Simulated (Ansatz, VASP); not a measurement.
Re in VASP and in Ansatz

```xyz
1
Lattice="0.0000 1.9408 2.1514 1.9408 0.0000 2.1514 1.9408 1.9408 0.0000" Properties=species:S:1:pos:R:3 pbc="T T T"
Re    0.0000    0.0000    0.0000
```

Alike in both runs: task single point; functional PBE; k mesh 10 × 10 × 10; occupations gaussian, width 0.15 eV; no spin polarisation.

|  | VASP | Ansatz |
| --- | --- | --- |
| version | VASP 6.6.1 | Ansatz 0.2.0 |
| potentials or method | VASP PAW PBE potentials, release 64 (Re), cutoff 520 eV | scalar-relativistic, plane waves, PAW |
| valence electrons in the cell | 7 | 15 |

Ansatz gave:

* gap on the k mesh at the Fermi level (eV): none
* pressure (GPa): -22.1
* traceless stress, the component that is largest in VASP (GPa): -15.90

Question: Which values does VASP return?

Answer: gap on the k mesh at the Fermi level (eV): none; pressure (GPa): -22.9; traceless stress, the component that is largest in VASP (GPa): -15.58.

A gap of «none» marks a metal or a gap that the smearing closes. With one functional, cell and mesh, what is left measures potentials, basis and numerics. VASP's potentials hold 7 valence electrons a cell and Ansatz's 15, so a difference there can come from the potentials and not from the codes.

Neither program's run includes spin-orbit coupling.
